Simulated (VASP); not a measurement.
# Cd5O2 (I4/mmm) in VASP: single point with PBE

Aim: the single point of Cd5O2 with PBE.

All numbers are computed with VASP 6.6.1; they aren't measurements. Logs are shortened: lines on timing, memory, paths and dates and some standing lists are left out, and cuts for length are marked.

**1. The cell of the first run**

The structure is tetragonal, space group I4/mmm (No. 139). Conventional cell: a = 3.312 Å, b = 3.312 Å, c = 23.395 Å, α = 90.00°, β = 90.00°, γ = 90.00°. Cd (site symmetry 4mm) has 5 O at 2.34 to 2.43 Å within 3.1 Å. Cd (site symmetry 4mm) has 1 O at 2.52 Å and 12 Cd at 3.15 to 3.44 Å within 3.5 Å. Cd (site symmetry 4/mmm) has 12 Cd at 3.15 to 3.31 Å within 4.1 Å. O (site symmetry 4mm) has 6 Cd at 2.34 to 2.52 Å within 3.1 Å.

**2. Single point, PBE**

INCAR reads:

```
PREC     = Accurate       # precision mode
ENCUT    = 520            # plane-wave cutoff, eV
EDIFF    = 1E-6           # SCF threshold, eV
ISMEAR   = 0              # smearing method
SIGMA    = 0.2            # smearing width, eV
LREAL    = F              # projectors in reciprocal space
LASPH    = T              # aspherical terms in the spheres
NELM     = 80             # most SCF steps
ALGO     = Normal         # electronic algorithm
ISIF     = 2              # what is computed and relaxed
LWAVE    = F              # write WAVECAR
LCHARG   = F              # write CHGCAR
GGA      = PE             # functional
NBANDS   = 45             # bands
```

KPOINTS reads:

```
Automatic mesh
0
Gamma
  7 7 7
```

POSCAR reads:

```
Cd5O2
1.0
   -1.6560834189      1.6560834189     11.6975987363
    1.6560834189     -1.6560834189     11.6975987363
    1.6560834189      1.6560834189    -11.6975987363
Cd O
5 2
Direct
    0.8020501551      0.8020501551      0.0000000000
    0.4097755938      0.4097755938      0.0000000000
    0.1979498449      0.1979498449      0.0000000000
    0.5902244062      0.5902244062      0.0000000000
    0.0000000000      0.0000000000      0.0000000000
    0.3019941800      0.3019941800      0.0000000000
    0.6980058200      0.6980058200      0.0000000000
```

Potentials or basis: VASP PAW PBE potentials, release 64 (Cd, O).

Command:

```
> cat potpaw_PBE.64/Cd/POTCAR potpaw_PBE.64/O/POTCAR > POTCAR
> mpirun -np 1 vasp_std > vasp.out
```

OUTCAR:

```text
PREC = Accurate
   ENCUT = 520
   EDIFF = 1E-6
   ISMEAR = 0
   LREAL = F
   LASPH = T
   NELM = 80
   ISIF = 2
   GGA = PE

 ion  position               nearest neighbor table
   1  0.802  0.802  0.000-   6 2.34   6 2.34   6 2.34   6 2.34   7 2.43   3 3.38   3 3.38   3 3.38
                             3 3.38   2 3.44   2 3.44   2 3.44   2 3.44
   2  0.410  0.410  0.000-   6 2.52   5 3.15   5 3.15   5 3.15   5 3.15   1 3.44   1 3.44   1 3.44
                             1 3.44
   3  0.198  0.198  0.000-   7 2.34   7 2.34   7 2.34   7 2.34   6 2.43   1 3.38   1 3.38   1 3.38
                             1 3.38   4 3.44   4 3.44   4 3.44   4 3.44
   4  0.590  0.590  0.000-   7 2.52   5 3.15   5 3.15   5 3.15   5 3.15   3 3.44   3 3.44   3 3.44
                             3 3.44
   5  0.000  0.000  0.000-   4 3.15   4 3.15   4 3.15   2 3.15   4 3.15   2 3.15   2 3.15   2 3.15

   6  0.302  0.302  0.000-   1 2.34   1 2.34   1 2.34   1 2.34   3 2.43   2 2.52
   7  0.698  0.698  0.000-   3 2.34   3 2.34   3 2.34   3 2.34   1 2.43   4 2.52

  LATTYP: Found a body centered tetragonal cell.
 ALAT       =     3.3121668378
 C/A-ratio  =     7.0634115424

  Lattice vectors:

 A1 = (  -1.6560834189,   1.6560834189,  11.6975987363)
 A2 = (   1.6560834189,  -1.6560834189,  11.6975987363)
 A3 = (   1.6560834189,   1.6560834189, -11.6975987363)

Analysis of symmetry for initial positions (statically):
=====================================================================
 Subroutine PRICEL returns:
 Original cell was already a primitive cell.

 Routine SETGRP: Setting up the symmetry group for a
 body centered tetragonal supercell.

 Subroutine GETGRP returns: Found 16 space group operations
 (whereof 16 operations were pure point group operations)
 out of a pool of 16 trial point group operations.

The static configuration has the point symmetry D_4h.

Analysis of symmetry for dynamics (positions and initial velocities):
=====================================================================
 Subroutine PRICEL returns:
 Original cell was already a primitive cell.

 Routine SETGRP: Setting up the symmetry group for a
 body centered tetragonal supercell.

 Subroutine GETGRP returns: Found 16 space group operations
 (whereof 16 operations were pure point group operations)
 out of a pool of 16 trial point group operations.

The dynamic configuration has the point symmetry D_4h.

 Subroutine INISYM returns: Found 16 space group operations
 (whereof 16 operations are pure point group operations),
 and found     1 'primitive' translations

----------------------------------------------------------------------------------------

                                     Primitive cell
[... 111 lines left out ...]
   PSTRESS=    0.0 pullay stress
   NELECT =      72.0000    total number of electrons
   NUPDOWN=      -1.0000    fix difference up-down
   EMIN   =  10.00;   EMAX   =-10.00  energy-range for DOS
   EFERMI =   0.00;   METHOD = LEGACY
   ISMEAR =     0;   SIGMA  =   0.20  broadening in eV -4-tet -1-fermi 0-gaus
   EFERMI_NEDOS =   21; number of points for ismear=-14 and -15
   IALGO  =     38    algorithm
   IMIX   =      4    mixing-type and parameters
     AMIX     =   0.40;   BMIX     =  1.00
     AMIX_MAG =   1.60;   BMIX_MAG =  1.00
  volume/ion in A,a.u.               =      18.33       123.71
  Fermi-wavevector in a.u.,A,eV,Ry     =   1.350243  2.551589 24.805548  1.823156
  Thomas-Fermi vector in A             =   2.477764
   LORBIT       =      0    0 simple, 1 ext, 2 COOP (PROOUT), +10 PAW based schemes
   GGA     = PE    functional components
   LHFCALC =     F    Hartree Fock is set to
   AEXX    =    0.0000 exact exchange contribution
   IVDW    =     0    specifies the selected vdW correction
   LEPSILON=     F    determine dielectric tensor
   LRPA    =     F    only Hartree local field effects (RPA)
 non-spin polarized calculation
 Gauss-broadening in eV      SIGMA  =   0.20
  energy-cutoff  :      520.00
  volume of cell :      128.33
 maximum number of plane-waves:      3480
 NGX is ok and might be reduce to    90
   NGX = 45   NGY = 45   NGZ = 45

 number of electron      72.0000000 magnetization

 Free energy of the ion-electron system (eV)
  ---------------------------------------------------
  ext. energy  EPLUGINS =         0.00000000
  ---------------------------------------------------
  free energy    TOTEN  =       -17.01766044 eV

  energy without entropy =      -16.97449003  energy(sigma->0) =      -16.99607523

 E-fermi :   2.7196     XC(G=0): -10.8138

 val. band max:        2.6813558118   @ k =  -0.1429  -0.1429   0.1429
 cond. band min:       2.7409294214   @ k =   0.4286   0.1429   0.0000
 fundamental gap:      0.0595736095
 Fermi energy:         2.7195686658

 k-point     1 :       0.0000    0.0000    0.0000
  band No.  band energies     occupation
      1     -15.9476      2.00000
      2     -15.6526      2.00000
      3      -6.8062      2.00000
      4      -6.7007      2.00000
      5      -6.5032      2.00000
      6      -6.3304      2.00000
[... 1141 lines left out ...]
     44       8.1284      0.00000
     45       8.3113      0.00000

 [... further k-points ...]

------------------------ aborting loop because EDIFF is reached ----------------------------------------

  FORCE on cell =-STRESS in cart. coord.  units (eV):
  Direction    XX          YY          ZZ          XY          YZ          ZX
  --------------------------------------------------------------------------------------
  -------------------------------------------------------------------------------------
  Total        0.3643290      0.3643290      0.5999343      0.0000000      0.0000000      0.0000000
  in kB        4.5486576      4.5486576      7.4901952      0.0000000      0.0000000      0.0000000
  external PRESSURE =       5.5291702 kB  Pullay stress =       0.0000000 kB

 VOLUME and BASIS-vectors are now :
 -----------------------------------------------------------------------------
  energy-cutoff  :      520.00
  volume of cell :      128.33
      direct lattice vectors                 reciprocal lattice vectors
    -1.656083419  1.656083419 11.697598736     0.000000000  0.301917158  0.042743815
     1.656083419 -1.656083419 11.697598736     0.301917158  0.000000000  0.042743815
     1.656083419  1.656083419-11.697598736     0.301917158  0.301917158  0.000000000

 POSITION                                       TOTAL-FORCE (eV/Angst)
 -----------------------------------------------------------------------------------
      0.00000      0.00000     18.76412        -0.000000     -0.000000      0.067988
      0.00000      0.00000      9.58678        -0.000000     -0.000000      0.040279
      0.00000      0.00000      4.63108         0.000000      0.000000     -0.067988
      0.00000      0.00000     13.80842        -0.000000     -0.000000     -0.040279
      0.00000      0.00000      0.00000         0.000000      0.000000      0.000000
      0.00000      0.00000      7.06521         0.000000     -0.000000      0.003334
      0.00000      0.00000     16.32998         0.000000      0.000000     -0.003334
 -----------------------------------------------------------------------------------
    total drift:                                0.000000      0.000000     -0.000000

  FREE ENERGIE OF THE ION-ELECTRON SYSTEM (eV)
  ---------------------------------------------------
  free  energy   TOTEN  =       -17.0176604402 eV

  energy  without entropy=      -16.9744900279  energy(sigma->0) =      -16.99607523
```

Wall time 26 min (1 thread of Intel Xeon 6975P-C (Granite Rapids), shared host); peak memory 1.4 GiB.

What came out:

| Quantity | Value |
| --- | --- |
| Free energy | -17.0177 eV |
| Pressure | 0.6 GPa |
| Largest force | 0.068 eV/Å |
| Band gap on the k mesh | zero (bands 36 and 37 overlap by 1.33 eV) |

Forces on the atoms (eV/Å):
```
Cd   0.000  0.000  0.068
Cd   0.000  0.000  0.040
Cd   0.000  0.000 -0.068
Cd   0.000  0.000 -0.040
Cd   0.000  0.000  0.000
O    0.000  0.000  0.003
O    0.000  0.000 -0.003
```

The gap in the log of VASP goes by the Fermi energy; the results here count the filled bands.